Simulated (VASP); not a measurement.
Wanted: the native input for a VASP 6.6.1 run.

```yaml
Task: relaxation of cell and atoms
Functional: PBEsol
Potentials_or_basis: VASP PAW PBE potentials, release 64 (Ca_sv)
Cutoff: 600 eV
k_mesh: 14 × 14 × 14
Occupations: gaussian, width 0.1 eV
Spin: no spin polarisation
Dipole_correction: no
Further_INCAR_settings: ALGO = Fast; EDIFF = 1e-07; IBRION = 2; EDIFFG = -0.005; NSW = 70; ISIF = 3
```

The structure of Ca lies in POSCAR:

```
Ca
1.0
    0.0000000000      2.7623960552      2.7623960552
    2.7623960552      0.0000000000      2.7623960552
    2.7623960552      2.7623960552      0.0000000000
Ca
1
Direct
    0.0000000000      0.0000000000      0.0000000000
```

These files were run (other wordings do the same):

INCAR

```
ALGO     = Fast           # electronic algorithm
EDIFF    = 1E-7           # SCF threshold, eV
EDIFFG   = -0.005         # ionic threshold
ENCUT    = 600            # plane-wave cutoff, eV
GGA      = PS             # functional
IBRION   = 2              # ionic algorithm
ISIF     = 3              # what is computed and relaxed
ISMEAR   = 0              # smearing method
LASPH    = T              # aspherical terms in the spheres
LCHARG   = F              # write CHGCAR
LREAL    = F              # projectors in reciprocal space
LWAVE    = F              # write WAVECAR
NELM     = 60             # most SCF steps
NSW      = 70             # ionic steps
PREC     = Accurate       # precision mode
SIGMA    = 0.1            # smearing width, eV
```

KPOINTS

```
k-points
0
Gamma
  14 14 14
```

Potentials or basis: VASP PAW PBE potentials, release 64 (Ca_sv).

Command:

```sh
$ cat potpaw_PBE.64/Ca_sv/POTCAR > POTCAR
$ mpirun -np 1 vasp_std > vasp.out
```

It gave:

The relaxed volume is 40.65 Å³/atom and the relaxed cell is a = 3.859 Å, b = 3.859 Å, c = 3.859 Å, α = 60.00°, β = 60.00°, γ = 60.00°. The space group after relaxing (to 0.05 Å) is Fm-3m (No. 225), the energy gained by relaxing is 3.0 meV/atom and the ionic steps are 4. The pressure after relaxing is 0.0 GPa and the band gap on the k mesh is zero (band 5 reaches 2.17 eV, above the bottom of band 6 at 1.91 eV).

Caveat: the PAW data sets were made with another functional, which shifts forces and pressure a little.

Wall time 6.2 min on 1 thread of AMD EPYC 7R13, with other jobs on the host, peak memory 0.19 GiB.
